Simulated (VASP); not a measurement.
# Sr (Pm-3m) in VASP: single point with PBEsol

Aim: the single point of Sr with PBEsol.

All numbers are computed with VASP 6.6.1; they aren't measurements. Logs are shortened: lines on timing, memory, paths and dates and some standing lists are left out, and cuts for length are marked.

## (1) The cell of the first run

Symmetry: Pm-3m, No. 221, cubic system. Conventional cell: a = 3.833 Å, b = 3.833 Å, c = 3.833 Å, α = 90.00°, β = 90.00°, γ = 90.00°. Within 5.0 Å of Sr (site symmetry m-3m) lie 6 Sr at 3.83 Å.

## (2) Single point, PBEsol

Contents of INCAR:

```
SYSTEM = Sr
PREC = Accurate
ENCUT = 520
EDIFF = 1E-6
ISMEAR = 0
SIGMA = 0.03
LREAL = .FALSE.
LASPH = .TRUE.
NELM = 60
ALGO = Fast
ISIF = 2
LWAVE = .FALSE.
LCHARG = .FALSE.
GGA = PS
NBANDS = 11
```

Contents of KPOINTS:

```
regular mesh
0
G
  10 10 10
  0 0 0
```

Contents of POSCAR:

```
Sr
1.0
   -1.2777069354      2.5554138708      2.5554138708
    2.5554138708     -1.2777069354      2.5554138708
    2.5554138708      2.5554138708     -1.2777069354
Sr
1
Direct
    0.0000000000      0.0000000000      0.0000000000
```

Potentials or basis: VASP PAW PBE potentials, release 64 (Sr_sv).

Launch:

```bash
$ cat potpaw_PBE.64/Sr_sv/POTCAR > POTCAR
$ mpirun -np 1 vasp_std > vasp.out
```

OUTCAR:

```text
SYSTEM = Sr
   PREC = Accurate
   ENCUT = 520
   EDIFF = 1E-6
   ISMEAR = 0
   LREAL = .FALSE.
   LASPH = .TRUE.
   NELM = 60
   ISIF = 2
   GGA = PS

 ion  position               nearest neighbor table
   1  0.000  0.000  0.000-

  LATTYP: Found a simple cubic cell.
 ALAT       =     3.8331208062

  Lattice vectors:

 A1 = (  -1.2777069354,   2.5554138708,   2.5554138708)
 A2 = (   2.5554138708,  -1.2777069354,   2.5554138708)
 A3 = (   2.5554138708,   2.5554138708,  -1.2777069354)

Analysis of symmetry for initial positions (statically):
=====================================================================
 Subroutine PRICEL returns:
 Original cell was already a primitive cell.

 Routine SETGRP: Setting up the symmetry group for a
 simple cubic supercell.

 Subroutine GETGRP returns: Found 48 space group operations
 (whereof 48 operations were pure point group operations)
 out of a pool of 48 trial point group operations.

The static configuration has the point symmetry O_h .

Analysis of symmetry for dynamics (positions and initial velocities):
=====================================================================
 Subroutine PRICEL returns:
 Original cell was already a primitive cell.

 Routine SETGRP: Setting up the symmetry group for a
 simple cubic supercell.

 Subroutine GETGRP returns: Found 48 space group operations
 (whereof 48 operations were pure point group operations)
 out of a pool of 48 trial point group operations.

The dynamic configuration has the point symmetry O_h .

 Subroutine INISYM returns: Found 48 space group operations
 (whereof 48 operations are pure point group operations),
 and found     1 'primitive' translations

----------------------------------------------------------------------------------------

                                     Primitive cell

  volume of cell :      56.3193

  direct lattice vectors                    reciprocal lattice vectors
    -1.277706935  2.555413871  2.555413871    -0.086961343  0.173922686  0.173922686
     2.555413871 -1.277706935  2.555413871     0.173922686 -0.086961343  0.173922686
     2.555413871  2.555413871 -1.277706935     0.173922686  0.173922686 -0.086961343

  length of vectors
     3.833120806  3.833120806  3.833120806     0.260884029  0.260884029  0.260884029

  position of ions in fractional coordinates (direct lattice)
     0.000000000  0.000000000  0.000000000

  ion indices of the primitive-cell ions
   primitive index   ion index
                 1           1

----------------------------------------------------------------------------------------

 KPOINTS: regular mesh

Automatic generation of k-mesh.
 Grid dimensions read from file:
 generate k-points for:   10   10   10

 Generating k-lattice:

  Cartesian coordinates                     Fractional coordinates (reciprocal lattice)
    -0.008696134  0.017392269  0.017392269     0.100000000  0.000000000  0.000000000
     0.017392269 -0.008696134  0.017392269     0.000000000  0.100000000  0.000000000
     0.017392269  0.017392269 -0.008696134     0.000000000  0.000000000  0.100000000

  Length of vectors
     0.026088403  0.026088403  0.026088403

  Shift w.r.t. Gamma in fractional coordinates (k-lattice)
     0.000000000  0.000000000  0.000000000

 Subroutine IBZKPT returns following result:
 ===========================================

 Found     56 irreducible k-points:

 Following reciprocal coordinates:
            Coordinates               Weight
  0.000000  0.000000  0.000000      1.000000
  0.100000  0.000000  0.000000      6.000000
  0.200000  0.000000  0.000000      6.000000
  0.300000  0.000000  0.000000      6.000000
  0.400000  0.000000  0.000000      6.000000
  0.500000  0.000000  0.000000      3.000000
[... 16 lines left out ...]
  0.200000  0.100000  0.100000     24.000000
  0.300000  0.100000  0.100000     24.000000
 [... further k-points ...]
   k-points           NKPTS =     56   k-points in BZ     NKDIM =     56   number of bands    NBANDS=     11
   number of dos      NEDOS =    301   number of ions     NIONS =      1
   total plane-waves  NPLWV =  27000
   dimension x,y,z NGX =    30 NGY =   30 NGZ =   30
   dimension x,y,z NGXF=    60 NGYF=   60 NGZF=   60
   ions per type =               1
   NGX,Y,Z   is equivalent  to a cutoff of  13.01, 13.01, 13.01 a.u.
   NGXF,Y,Z  is equivalent  to a cutoff of  26.02, 26.02, 26.02 a.u.
 SYSTEM =  Sr
   PREC   = accura    normal or accurate (medium, high low for compatibility)
   ISTART =      0    job   : 0-new  1-cont  2-samecut
   ICHARG =      2    charge: 1-file 2-atom 10-const
   ISPIN  =      1    spin polarized calculation?
   LNONCOLLINEAR =      F non collinear calculations
   LSORBIT =      F    spin-orbit coupling
   LASPH  =      T    aspherical Exc in radial PAW
   ENCUT  =  520.0 eV  38.22 Ry    6.18 a.u.   7.13  7.13  7.13*2*pi/ulx,y,z
   NELM   =     60;   NELMIN=  2; NELMDL= -5     # of ELM steps
   EDIFF  = 0.1E-05   stopping-criterion for ELM
   LREAL  =      F    real-space projection
   EDIFFG = 0.1E-04   stopping-criterion for IOM
   NSW    =      0    number of steps for IOM
   IBRION =     -1    ionic relax: 0-MD 1-quasi-New 2-CG
   NFREE  =      0    steps in history (QN), initial steepest desc. (CG)
   ISIF   =      2    stress and relaxation
   ISYM   =      2    0-nonsym 1-usesym 2-fastsym
   POTIM  = 0.5000    time-step for ionic-motion
   TEBEG  =    0.0;   TEEND  =   0.0 temperature during run
   PSTRESS=    0.0 pullay stress
   NELECT =      10.0000    total number of electrons
   NUPDOWN=      -1.0000    fix difference up-down
   EMIN   =  10.00;   EMAX   =-10.00  energy-range for DOS
   EFERMI =   0.00;   METHOD = LEGACY
   ISMEAR =     0;   SIGMA  =   0.03  broadening in eV -4-tet -1-fermi 0-gaus
   EFERMI_NEDOS =   21; number of points for ismear=-14 and -15
   IALGO  =     68    algorithm
   IMIX   =      4    mixing-type and parameters
     AMIX     =   0.40;   BMIX     =  1.00
     AMIX_MAG =   1.60;   BMIX_MAG =  1.00
  volume/ion in A,a.u.               =      56.32       380.06
  Fermi-wavevector in a.u.,A,eV,Ry     =   0.920144  1.738819 11.519569  0.846664
  Thomas-Fermi vector in A             =   2.045416
   LORBIT       =      0    0 simple, 1 ext, 2 COOP (PROOUT), +10 PAW based schemes
   GGA     = PS    functional components
   LHFCALC =     F    Hartree Fock is set to
   AEXX    =    0.0000 exact exchange contribution
   IVDW    =     0    specifies the selected vdW correction
   LEPSILON=     F    determine dielectric tensor
   LRPA    =     F    only Hartree local field effects (RPA)
 non-spin polarized calculation
 RMM-DIIS sequential band-by-band and
 Gauss-broadening in eV      SIGMA  =   0.03
  energy-cutoff  :      520.00
  volume of cell :       56.32
 maximum number of plane-waves:      1568
 NGX is ok and might be reduce to    30
   NGX = 15   NGY = 15   NGZ = 15

 number of electron      10.0000000 magnetization

 Free energy of the ion-electron system (eV)
  ---------------------------------------------------
  ext. energy  EPLUGINS =         0.00000000
  ---------------------------------------------------
  free energy    TOTEN  =        -1.45164661 eV

  energy without entropy =       -1.45126278  energy(sigma->0) =       -1.45145469

 E-fermi :   1.2534     XC(G=0):  -7.3453

 val. band max:        1.1871526998   @ k =   0.5000   0.2000   0.2000
 cond. band min:       1.2734042215   @ k =   0.4000   0.4000   0.3000
 fundamental gap:      0.0862515217
 Fermi energy:         1.2534237097

 k-point     1 :       0.0000    0.0000    0.0000
  band No.  band energies     occupation
      1     -35.4684      2.00000
      2     -17.3287      2.00000
      3     -17.3287      2.00000
      4     -17.3287      2.00000
      5      -2.1663      2.00000
      6       1.9583      0.00000
      7       1.9583      0.00000
      8       6.2549      0.00000
      9       6.2549      0.00000
     10       6.2549      0.00000
     11       8.7012      0.00000

 k-point     2 :       0.1000    0.0000    0.0000
  band No.  band energies     occupation
      1     -35.4666      2.00000
      2     -17.3578      2.00000
      3     -17.3263      2.00000
      4     -17.3263      2.00000
      5      -2.0338      2.00000
      6       2.0052      0.00000
      7       2.0224      0.00000
      8       5.9433      0.00000
      9       5.9433      0.00000
     10       6.2729      0.00000
     11       8.0709      0.00000

 k-point     3 :       0.2000    0.0000    0.0000
  band No.  band energies     occupation
      1     -35.4618      2.00000
      2     -17.4329      2.00000
      3     -17.3199      2.00000
      4     -17.3199      2.00000
      5      -1.6565      2.00000
      6       2.1224      0.00000
      7       2.1342      0.00000
      8       5.3598      0.00000
      9       5.3598      0.00000
     10       6.3207      0.00000
     11       7.1844      0.00000

 k-point     4 :       0.3000    0.0000    0.0000
  band No.  band energies     occupation
      1     -35.4558      2.00000
      2     -17.5238      2.00000
      3     -17.3120      2.00000
      4     -17.3120      2.00000
      5      -1.0882      2.00000
      6       1.9992      0.00000
      7       2.3084      0.00000
      8       4.8380      0.00000
      9       4.8380      0.00000
     10       6.3813      0.00000
     11       6.8433      0.00000

 k-point     5 :       0.4000    0.0000    0.0000
  band No.  band energies     occupation
      1     -35.4510      2.00000
      2     -17.5959      2.00000
      3     -17.3056      2.00000
      4     -17.3056      2.00000
      5      -0.4207      2.00000
      6       1.5209      0.00000
      7       2.4642      0.00000
      8       4.4961      0.00000
      9       4.4961      0.00000
     10       6.4316      0.00000
     11       7.1819      0.00000
[... 211 lines left out ...]
 k-point    21 :       0.5000    0.5000    0.0000
  band No.  band energies     occupation
      1     -35.4303      2.00000
      2     -17.5847      2.00000
      3     -17.5847      2.00000
      4     -17.2787      2.00000
      5       0.7883      2.00000
      6       1.9661      0.00000
      7       3.5895      0.00000
      8       3.5895      0.00000
      9       4.8151      0.00000
     10       4.8151      0.00000
     11       7.3685      0.00000

 k-point    22 :       0.1000    0.1000    0.1000
  band No.  band energies     occupation
      1     -35.4629      2.00000
      2     -17.3555      2.00000
      3     -17.3513      2.00000
      4     -17.3513      2.00000
      5      -1.7713      2.00000
      6       2.1338      0.00000
      7       2.1338      0.00000
      8       5.4096      0.00000
      9       5.7449      0.00000
     10       5.7449      0.00000
     11       8.6216      0.00000

 k-point    23 :       0.2000    0.1000    0.1000
  band No.  band energies     occupation
      1     -35.4581      2.00000
      2     -17.4273      2.00000
      3     -17.3473      2.00000
      4     -17.3447      2.00000
      5      -1.3993      2.00000
      6       2.2602      0.00000
      7       2.2651      0.00000
      8       4.8825      0.00000
      9       5.1132      0.00000
     10       5.7782      0.00000
     11       7.8965      0.00000

 k-point    24 :       0.3000    0.1000    0.1000
  band No.  band energies     occupation
      1     -35.4522      2.00000
      2     -17.5174      2.00000
      3     -17.3390      2.00000
      4     -17.3365      2.00000
      5      -0.8386      2.00000
      6       2.1183      0.00000
      7       2.4508      0.00000
      8       4.5326      0.00000
      9       4.5906      0.00000
     10       5.8649      0.00000
     11       7.3471      0.00000

 [... further k-points ...]

------------------------ aborting loop because EDIFF is reached ----------------------------------------

  FORCE on cell =-STRESS in cart. coord.  units (eV):
  Direction    XX          YY          ZZ          XY          YZ          ZX
  --------------------------------------------------------------------------------------
  -------------------------------------------------------------------------------------
  Total       -0.1220304     -0.1220304     -0.1220304      0.0000000      0.0000000      0.0000000
  in kB       -3.4715317     -3.4715317     -3.4715317      0.0000000      0.0000000      0.0000000
  external PRESSURE =      -3.4715317 kB  Pullay stress =       0.0000000 kB

 VOLUME and BASIS-vectors are now :
 -----------------------------------------------------------------------------
  energy-cutoff  :      520.00
  volume of cell :       56.32
      direct lattice vectors                 reciprocal lattice vectors
    -1.277706935  2.555413871  2.555413871    -0.086961343  0.173922686  0.173922686
     2.555413871 -1.277706935  2.555413871     0.173922686 -0.086961343  0.173922686
     2.555413871  2.555413871 -1.277706935     0.173922686  0.173922686 -0.086961343

 POSITION                                       TOTAL-FORCE (eV/Angst)
 -----------------------------------------------------------------------------------
      0.00000      0.00000      0.00000         0.000000     -0.000000     -0.000000
 -----------------------------------------------------------------------------------
    total drift:                               -0.000000     -0.000000      0.000000

  FREE ENERGIE OF THE ION-ELECTRON SYSTEM (eV)
  ---------------------------------------------------
  free  energy   TOTEN  =        -1.4516466125 eV

  energy  without entropy=       -1.4512627769  energy(sigma->0) =       -1.45145469
```

Wall time 40 s (1 thread of Intel Xeon Platinum 8488C (Sapphire Rapids), shared host); peak memory 0.18 GiB.

What came out:

| Property | Result |
| --- | --- |
| Free energy | -1.4516 eV |
| Pressure | -0.3 GPa |
| Band gap on the k mesh | zero (band 5 reaches 1.81 eV, above the bottom of band 6 at 1.03 eV) |

Caveat: the PAW data sets were made with another functional, which shifts forces and pressure a little.
